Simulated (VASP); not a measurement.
A run of VASP 6.6.1 is set up as follows.

File INCAR:

```
  PREC = Accurate
  ENCUT = 700
  EDIFF = 1E-6
  ISMEAR = 0
  SIGMA = 0.1
  LREAL = False
  LASPH = True
  NELM = 120
  ALGO = Normal
  ISIF = 2
  LWAVE = False
  LCHARG = False
  GGA = PE
  NBANDS = 26
  GGA_COMPAT = False
```

Contents of KPOINTS:

```
regular mesh
0
Gamma
  24 24 12
```

POSCAR

```
Cu
1.0
    2.5166501654      0.0000000000      0.0000000000
   -1.2583250827      2.1794829756      0.0000000000
    0.0000000000      0.0000000000      4.1096575946
Cu
2
Direct
    0.3333333333      0.6666666667      0.2500000000
    0.6666666667      0.3333333333      0.7500000000
```

Potentials or basis: VASP PAW PBE potentials, release 64 (Cu_sv_GW).

Run with:

```bash
$ cat potpaw_PBE.64/Cu_sv_GW/POTCAR > POTCAR
$ mpirun -np 1 vasp_std > vasp.out
```

Q: Predict the band gap on the k mesh.

A: Zero (band 19 reaches 12.32 eV, above the bottom of band 20 at 6.20 eV).

Q: Estimate the pressure.

A: 4.4 GPa.

Stress tensor (GPa, compression positive):
```
4.16 0.00 0.00
0.00 4.16 0.00
0.00 0.00 4.91
```

Caveat: the cell differs from its parent crystal (equal strain along all axes, cell held: -2.0 %).
